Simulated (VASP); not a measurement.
SiC (Moissanite): single point with RPBE+D3(BJ)

SiC (Moissanite):

```
Si C
1.0
     3.00557    0.00000    0.00000
    -1.50279    2.60290    0.00000
     0.00000    0.00000    4.92435
Si C
2 2
Cartesian
  1.5028 0.8676 2.4844
  0.0000 1.7353 0.0223
  1.5028 0.8676 4.3358
  0.0000 1.7353 1.8736
```

- Program: VASP 6.6.1
- Task: single point
- Functional: RPBE
- Dispersion: D3(BJ)
- Potentials or basis: VASP PAW PBE potentials, release 64 (Si, C)
- Cutoff: 520 eV
- k mesh: 10 × 10 × 5
- Occupations: fermi-dirac, width 0.05 eV
- Spin: no spin polarisation
- Dipole correction: no
- Further INCAR settings: ALGO = Normal; EDIFF = 1e-06; NBANDS = 16

The pressure is -0.7 GPa and the band gap on the k mesh is 2.36 eV, indirect (least direct gap 4.13 eV). The dispersion energy per atom is -1.241 eV.

Levels at points of the mesh, in eV from the valence-band top:
```csv
k point,band 6,band 7,band 8,band 9,band 10,band 11
"(0.00, 0.00, 0.00)",-0.10,0.00,0.00,5.43,7.02,7.14
"(0.50, 0.00, 0.00)",-3.47,-3.46,-1.20,2.92,4.33,7.43
```

It took 16 s on 1 thread of Intel(R) Xeon(R) Platinum 8488C (Sapphire Rapids), on a shared host, peak memory 0.17 GiB.

Caveat: the PAW data sets were made with another functional, which shifts forces and pressure a little. A k mesh can miss the band edges.
